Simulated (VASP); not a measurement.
Write the native input for VASP 6.6.1 that does the following.

```
Task                   : relaxation of the atoms
Functional             : PBE
Potentials or basis    : VASP PAW PBE potentials, release 64 (C, Cl, H)
Cutoff                 : 520 eV
k mesh                 : 1 × 1 × 1
Occupations            : fermi-dirac, width 0.05 eV
Spin                   : no spin polarisation
Dipole correction      : no
Further INCAR settings : LREAL = Auto; ALGO = Normal; EDIFF = 1e-06; IBRION = 2; EDIFFG = -0.3; NSW = 35
```

The structure of H3CCl lies in POSCAR:

```
H3CCl
1.0
    9.0287150000      0.0000000000      0.0000000000
    0.0000000000      9.0287150000      0.0000000000
    0.0000000000      0.0000000000      9.0287150000
C Cl H
8 8 24
Direct
    0.3527012000      0.4317695000      0.3465526000
    0.9497220000      0.6936370000      0.5797300000
    0.0535876000      0.1453078000      0.6995042000
    0.6177163000      0.5513305000      0.7573994000
    0.3228236000      0.9489947000      0.9519873000
    0.9080521000      0.2556044000      0.3222954000
    0.5627878000      0.8938123000      0.5553546000
    0.8473559000      0.8860261000      0.0349118000
    0.5032539000      0.5552958000      0.3177998000
    0.9683032000      0.6187392000      0.3986317000
    0.1818296000      0.0944071000      0.5590953000
    0.6553712000      0.5521526000      0.9506168000
    0.2800239000      0.8474207000      1.1150899000
    1.0500419000      0.3343464000      0.2109844000
    0.7114437000      0.9663739000      0.6620682000
    0.9091099000      1.0675837000     -0.0095274000
    0.2970562000      0.4128125000      0.2413431000
    0.3952576000      0.3277367000      0.3900373000
    0.2761132000      0.4811810000      0.4254042000
    1.0468010000      0.7606330000      0.6044686000
    0.8504236000      0.7618115000      0.5838323000
    0.9408736000      0.6030794000      0.6587605000
   -0.0497758000      0.0860430000      0.6813800000
    0.0996251000      0.1160266000      0.8069655000
    0.0345260000      0.2641729000      0.6938015000
    0.5238579000      0.4787697000      0.7361785000
    0.5918291000      0.6636327000      0.7221455000
    0.7150328000      0.5110993000      0.6987841000
    0.3996574000      1.0374916000      0.9800881000
    0.3732108000      0.8745750000      0.8716902000
    0.2210963000      0.9954199000      0.9070314000
    0.9051829000      0.1365848000      0.3035631000
    0.9319708000      0.2785564000      0.4381656000
    0.8024264000      0.3047692000      0.2914601000
    0.4758421000      0.9769326000      0.5478536000
    0.6034039000      0.8665541000      0.4452088000
    0.5205704000      0.7947290000      0.6094376000
    0.7373256000      0.8697177000     -0.0114796000
    0.9242217000      0.8059933000     -0.0121113000
    0.8437366000      0.8742225000      0.1547966000
```

The input as run:

INCAR

```
SYSTEM = H3CCl
PREC     = Accurate       ! precision mode
ENCUT    = 520            ! plane-wave cutoff, eV
EDIFF    = 1E-6           ! SCF threshold, eV
ISMEAR   = -1             ! smearing method
SIGMA    = 0.05           ! smearing width, eV
LREAL    = Auto         
LASPH    = .True.         ! aspherical terms in the spheres
NELM     = 100            ! most SCF steps
ALGO     = Normal         ! electronic algorithm
ISIF     = 2              ! what is computed and relaxed
LWAVE    = .False.        ! write WAVECAR
LCHARG   = .False.        ! write CHGCAR
GGA      = PE             ! functional
IBRION   = 2              ! ionic algorithm
NSW      = 35             ! ionic steps
EDIFFG   = -0.3           ! ionic threshold
```

KPOINTS

```
Automatic mesh
0
Gamma
  1 1 1
  0 0 0
```

Potentials or basis: VASP PAW PBE potentials, release 64 (C, Cl, H).

The run is started by

```console
$ cat potpaw_PBE.64/C/POTCAR potpaw_PBE.64/Cl/POTCAR potpaw_PBE.64/H/POTCAR > POTCAR
$ mpirun -np 1 vasp_gam > vasp.out
```

Results of the run:

```
Energy gained by relaxing    : 13.6 meV/atom
Ionic steps                  : 17
Pressure after relaxing      : 0.2 GPa
Largest force after relaxing : 0.250 eV/Å
Band gap on the k mesh       : 4.95 eV
```

Caveat: the k points lie up to 0.70 Å⁻¹ apart; the relaxation stopped at a loose force limit of 0.3 eV/Å, so its end isn't a converged minimum.

Wall time 16 min on 1 thread of AMD EPYC 7R13 Processor (Zen 3) (shared host), peak memory 0.72 GiB.
